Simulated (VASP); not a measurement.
# TaAl3O (R-3m) in VASP: further runs

TaAl3O is run at these levels: PBE; tasks: single point, relaxation of cell and atoms.

Everything below comes from runs of VASP 6.6.1. Logs are shortened: lines on timing, memory, paths and dates and some standing lists are left out, and cuts for length are marked.

## 1. The cell of the first run

Symmetry: R-3m, No. 166, trigonal system. Conventional cell: a = 5.086 Å, b = 5.086 Å, c = 13.703 Å, α = 90.00°, β = 90.00°, γ = 120.00°. Within 3.8 Å of Ta (site symmetry -3m) lie 6 Al at 2.71 Å and 6 O at 3.72 Å. Al (site symmetry 2/m) has 4 Al at 2.54 Å and 2 O at 2.54 Å and 2 Ta at 2.71 Å within 3.4 Å. O (site symmetry -3m) has 6 Al at 2.54 Å within 3.4 Å.

The cell was built from a structure type or drawn by symmetry, and may not be a known phase.

## 2. Single point, PBE

File INCAR:

```
SYSTEM = TaAl3O
PREC     = Accurate       ! precision mode
ENCUT    = 520            ! plane-wave cutoff, eV
EDIFF    = 1E-6           ! SCF threshold, eV
ISMEAR   = 0              ! smearing method
SIGMA    = 0.1            ! smearing width, eV
LREAL    = .FALSE.        ! projectors in reciprocal space
LASPH    = .TRUE.         ! aspherical terms in the spheres
NELM     = 100            ! most SCF steps
ALGO     = Normal         ! electronic algorithm
ISIF     = 2              ! what is computed and relaxed
LWAVE    = .FALSE.        ! write WAVECAR
LCHARG   = .FALSE.        ! write CHGCAR
GGA      = PE             ! functional
NBANDS   = 21             ! bands
```

File KPOINTS:

```
Automatic mesh
0
G
  6 6 6
  0 0 0
```

File POSCAR:

```
TaAl3O
1.0
    2.5428135887      1.4680941099      4.5675537103
   -2.5428135887      1.4680941099      4.5675537103
    0.0000000000     -2.9361882199      4.5675537103
Ta Al O
1 3 1
Direct
    0.0000000000      0.0000000000      0.0000000000
    0.0000000000      0.0000000000      0.5000000000
    0.5000000000      0.0000000000      0.0000000000
    0.0000000000      0.5000000000      0.0000000000
    0.5000000000      0.5000000000      0.5000000000
```

Potentials or basis: VASP PAW PBE potentials, release 64 (Ta_pv, Al, O).

Command:

```bash
$ cat potpaw_PBE.64/Ta_pv/POTCAR potpaw_PBE.64/Al/POTCAR potpaw_PBE.64/O/POTCAR > POTCAR
$ mpirun -np 1 vasp_std > vasp.out
```

OUTCAR:

```text
SYSTEM = TaAl3O
   PREC = Accurate
   ENCUT = 520
   EDIFF = 1E-6
   ISMEAR = 0
   LREAL = .FALSE.
   LASPH = .TRUE.
   NELM = 100
   ISIF = 2
   GGA = PE

 ion  position               nearest neighbor table
   1  0.000  0.000  0.000-   3 2.71   4 2.71   4 2.71   3 2.71   2 2.71   2 2.71
   2  0.000  0.000  0.500-   3 2.54   4 2.54   4 2.54   3 2.54   5 2.54   5 2.54   1 2.71   1 2.71

   3  0.500  0.000  0.000-   2 2.54   5 2.54   5 2.54   2 2.54   4 2.54   4 2.54   1 2.71   1 2.71

   4  0.000  0.500  0.000-   2 2.54   5 2.54   2 2.54   5 2.54   3 2.54   3 2.54   1 2.71   1 2.71

   5  0.500  0.500  0.500-   3 2.54   4 2.54   3 2.54   4 2.54   2 2.54   2 2.54

  LATTYP: Found a trigonal (rhomboedric) cell.
 ALAT       =     5.4298939362
 COS(alpha) =     0.5613922007

  Lattice vectors:

 A1 = (   2.5428135887,   1.4680941099,   4.5675537103)
 A2 = (  -2.5428135887,   1.4680941099,   4.5675537103)
 A3 = (   0.0000000000,  -2.9361882199,   4.5675537103)

Analysis of symmetry for initial positions (statically):
=====================================================================
 Subroutine PRICEL returns:
 Original cell was already a primitive cell.

 Routine SETGRP: Setting up the symmetry group for a
 trigonal (rhombohedral) supercell.

 Subroutine GETGRP returns: Found 12 space group operations
 (whereof 12 operations were pure point group operations)
 out of a pool of 12 trial point group operations.

The static configuration has the point symmetry D_3d.

Analysis of symmetry for dynamics (positions and initial velocities):
=====================================================================
 Subroutine PRICEL returns:
 Original cell was already a primitive cell.

 Routine SETGRP: Setting up the symmetry group for a
 trigonal (rhombohedral) supercell.

 Subroutine GETGRP returns: Found 12 space group operations
 (whereof 12 operations were pure point group operations)
 out of a pool of 12 trial point group operations.

The dynamic configuration has the point symmetry D_3d.

 Subroutine INISYM returns: Found 12 space group operations
 (whereof 12 operations are pure point group operations),
 and found     1 'primitive' translations

----------------------------------------------------------------------------------------

                                     Primitive cell

  volume of cell :     102.3065

  direct lattice vectors                    reciprocal lattice vectors
     2.542813589  1.468094110  4.567553710     0.196632581  0.113525874  0.072978525
    -2.542813589  1.468094110  4.567553710    -0.196632581  0.113525874  0.072978525
     0.000000000 -2.936188220  4.567553710     0.000000000 -0.227051748  0.072978525

  length of vectors
     5.429893936  5.429893936  5.429893936     0.238491847  0.238491847  0.238491847

  position of ions in fractional coordinates (direct lattice)
     0.000000000  0.000000000  0.000000000
     0.000000000  0.000000000  0.500000000
     0.500000000  0.000000000  0.000000000
     0.000000000  0.500000000  0.000000000
     0.500000000  0.500000000  0.500000000

  ion indices of the primitive-cell ions
   primitive index   ion index
                 1           1
                 2           2
                 3           3
                 4           4
                 5           5

----------------------------------------------------------------------------------------

 KPOINTS: Automatic mesh

Automatic generation of k-mesh.
 Grid dimensions read from file:
 generate k-points for:    6    6    6

 Generating k-lattice:

  Cartesian coordinates                     Fractional coordinates (reciprocal lattice)
     0.032772097  0.018920979  0.012163088     0.166666667  0.000000000  0.000000000
    -0.032772097  0.018920979  0.012163088     0.000000000  0.166666667  0.000000000
     0.000000000 -0.037841958  0.012163088     0.000000000  0.000000000  0.166666667

  Length of vectors
     0.039748641  0.039748641  0.039748641

  Shift w.r.t. Gamma in fractional coordinates (k-lattice)
     0.000000000  0.000000000  0.000000000

 Subroutine IBZKPT returns following result:
 ===========================================

 Found     32 irreducible k-points:

 Following reciprocal coordinates:
            Coordinates               Weight
  0.000000  0.000000  0.000000      1.000000
  0.166667  0.000000  0.000000      6.000000
  0.333333 -0.000000  0.000000      6.000000
  0.500000  0.000000  0.000000      3.000000
  0.166667  0.166667  0.000000      6.000000
  0.333333  0.166667  0.000000     12.000000
[... 16 lines left out ...]
  0.500000  0.500000  0.166667      6.000000
 -0.333333  0.500000  0.166667     12.000000
 [... further k-points ...]
   k-points           NKPTS =     32   k-points in BZ     NKDIM =     32   number of bands    NBANDS=     21
   number of dos      NEDOS =    301   number of ions     NIONS =      5
   total plane-waves  NPLWV =  64000
   dimension x,y,z NGX =    40 NGY =   40 NGZ =   40
   dimension x,y,z NGXF=    80 NGYF=   80 NGZF=   80
   ions per type =               1   3   1
   NGX,Y,Z   is equivalent  to a cutoff of  12.25, 12.25, 12.25 a.u.
   NGXF,Y,Z  is equivalent  to a cutoff of  24.49, 24.49, 24.49 a.u.
 SYSTEM =  TaAl3O
   PREC   = accura    normal or accurate (medium, high low for compatibility)
   ISTART =      0    job   : 0-new  1-cont  2-samecut
   ICHARG =      2    charge: 1-file 2-atom 10-const
   ISPIN  =      1    spin polarized calculation?
   LNONCOLLINEAR =      F non collinear calculations
   LSORBIT =      F    spin-orbit coupling
   LASPH  =      T    aspherical Exc in radial PAW
   ENCUT  =  520.0 eV  38.22 Ry    6.18 a.u.  10.10 10.10 10.10*2*pi/ulx,y,z
   NELM   =    100;   NELMIN=  2; NELMDL= -5     # of ELM steps
   EDIFF  = 0.1E-05   stopping-criterion for ELM
   LREAL  =      F    real-space projection
   EDIFFG = 0.1E-04   stopping-criterion for IOM
   NSW    =      0    number of steps for IOM
   IBRION =     -1    ionic relax: 0-MD 1-quasi-New 2-CG
   NFREE  =      0    steps in history (QN), initial steepest desc. (CG)
   ISIF   =      2    stress and relaxation
   ISYM   =      2    0-nonsym 1-usesym 2-fastsym
   POTIM  = 0.5000    time-step for ionic-motion
   TEBEG  =    0.0;   TEEND  =   0.0 temperature during run
   PSTRESS=    0.0 pullay stress
   NELECT =      26.0000    total number of electrons
   NUPDOWN=      -1.0000    fix difference up-down
   EMIN   =  10.00;   EMAX   =-10.00  energy-range for DOS
   EFERMI =   0.00;   METHOD = LEGACY
   ISMEAR =     0;   SIGMA  =   0.10  broadening in eV -4-tet -1-fermi 0-gaus
   EFERMI_NEDOS =   21; number of points for ismear=-14 and -15
   IALGO  =     38    algorithm
   IMIX   =      4    mixing-type and parameters
     AMIX     =   0.40;   BMIX     =  1.00
     AMIX_MAG =   1.60;   BMIX_MAG =  1.00
  volume/ion in A,a.u.               =      20.46       138.08
  Fermi-wavevector in a.u.,A,eV,Ry     =   1.036967  1.959583 14.630346  1.075300
  Thomas-Fermi vector in A             =   2.171382
   LORBIT       =      0    0 simple, 1 ext, 2 COOP (PROOUT), +10 PAW based schemes
   GGA     = PE    functional components
   LHFCALC =     F    Hartree Fock is set to
   AEXX    =    0.0000 exact exchange contribution
   IVDW    =     0    specifies the selected vdW correction
   LEPSILON=     F    determine dielectric tensor
   LRPA    =     F    only Hartree local field effects (RPA)
 non-spin polarized calculation
 Gauss-broadening in eV      SIGMA  =   0.10
  energy-cutoff  :      520.00
  volume of cell :      102.31
 maximum number of plane-waves:      2774
   NGX = 21   NGY = 21   NGZ = 21

 number of electron      25.9999996 magnetization

 Free energy of the ion-electron system (eV)
  ---------------------------------------------------
  ext. energy  EPLUGINS =         0.00000000
  ---------------------------------------------------
  free energy    TOTEN  =       -24.23370279 eV

  energy without entropy =      -24.21392822  energy(sigma->0) =      -24.22381551

 E-fermi :   3.9407     XC(G=0):  -9.3241

 val. band max:        3.9346168077   @ k =   0.0000   0.0000   0.0000
 cond. band min:       3.9810769925   @ k =   0.3333   0.1667   0.0000
 fundamental gap:      0.0464601848
 Fermi energy:         3.9406585213

 k-point     1 :       0.0000    0.0000    0.0000
  band No.  band energies     occupation
      1     -31.1767      2.00000
      2     -31.1767      2.00000
      3     -30.7332      2.00000
      4     -13.3633      2.00000
      5      -4.5693      2.00000
      6      -0.3876      2.00000
[... 13 lines left out ...]
     20       7.4941      0.00000
     21       7.7602      0.00000

 k-point     2 :       0.1667    0.0000    0.0000
  band No.  band energies     occupation
      1     -31.1770      2.00000
      2     -31.1767      2.00000
      3     -30.7335      2.00000
      4     -13.3516      2.00000
      5      -4.5286      2.00000
      6      -0.6608      2.00000
[... 13 lines left out ...]
     20       7.4562      0.00000
     21       7.8412      0.00000

 k-point     3 :       0.3333   -0.0000    0.0000
  band No.  band energies     occupation
      1     -31.1776      2.00000
      2     -31.1768      2.00000
      3     -30.7339      2.00000
      4     -13.3283      2.00000
      5      -4.4260      2.00000
      6      -1.4207      2.00000
[... 13 lines left out ...]
     20       7.7219      0.00000
     21       7.9664      0.00000
[... 457 lines left out ...]
 k-point    23 :       0.5000    0.5000    0.1667
  band No.  band energies     occupation
      1     -31.1776      2.00000
      2     -31.1774      2.00000
      3     -30.7355      2.00000
      4     -13.3254      2.00000
      5      -3.6815      2.00000
      6      -2.2431      2.00000
[... 13 lines left out ...]
     20       8.1363      0.00000
     21       9.7097      0.00000

 k-point    24 :      -0.3333    0.5000    0.1667
  band No.  band energies     occupation
      1     -31.1777      2.00000
      2     -31.1775      2.00000
      3     -30.7352      2.00000
      4     -13.3162      2.00000
      5      -3.5325      2.00000
      6      -2.9767      2.00000
[... 13 lines left out ...]
     20       9.0287      0.00000
     21       9.2272      0.00000

 [... further k-points ...]

------------------------ aborting loop because EDIFF is reached ----------------------------------------

  FORCE on cell =-STRESS in cart. coord.  units (eV):
  Direction    XX          YY          ZZ          XY          YZ          ZX
  --------------------------------------------------------------------------------------
  -------------------------------------------------------------------------------------
  Total        0.0783116      0.0783116     -0.0382310     -0.0000000      0.0000000      0.0000000
  in kB        1.2264030      1.2264030     -0.5987186     -0.0000000      0.0000000      0.0000000
  external PRESSURE =       0.6180292 kB  Pullay stress =       0.0000000 kB

 VOLUME and BASIS-vectors are now :
 -----------------------------------------------------------------------------
  energy-cutoff  :      520.00
  volume of cell :      102.31
      direct lattice vectors                 reciprocal lattice vectors
     2.542813589  1.468094110  4.567553710     0.196632581  0.113525874  0.072978525
    -2.542813589  1.468094110  4.567553710    -0.196632581  0.113525874  0.072978525
     0.000000000 -2.936188220  4.567553710     0.000000000 -0.227051748  0.072978525

 POSITION                                       TOTAL-FORCE (eV/Angst)
 -----------------------------------------------------------------------------------
      0.00000      0.00000      0.00000         0.000000      0.000000      0.000000
      0.00000     -1.46809      2.28378        -0.000000      0.000000      0.000000
      1.27141      0.73405      2.28378         0.000000      0.000000      0.000000
     -1.27141      0.73405      2.28378        -0.000000      0.000000      0.000000
      0.00000     -0.00000      6.85133        -0.000000     -0.000000     -0.000000
 -----------------------------------------------------------------------------------
    total drift:                               -0.000000      0.000000      0.000000

  FREE ENERGIE OF THE ION-ELECTRON SYSTEM (eV)
  ---------------------------------------------------
  free  energy   TOTEN  =       -24.2337027880 eV

  energy  without entropy=      -24.2139282226  energy(sigma->0) =      -24.22381551
```

Wall time 1.8 min (1 thread of Intel Xeon 8259CL, shared host); peak memory 0.28 GiB.

Results:

```
Free energy            : -24.2337 eV
Pressure               : 0.1 GPa
Band gap on the k mesh : zero (bands 13 and 14 overlap by 1.25 eV)
```

Caveat: spin-orbit coupling is left out, which moves the levels of the heavy elements.

[end of part 1 of 2]
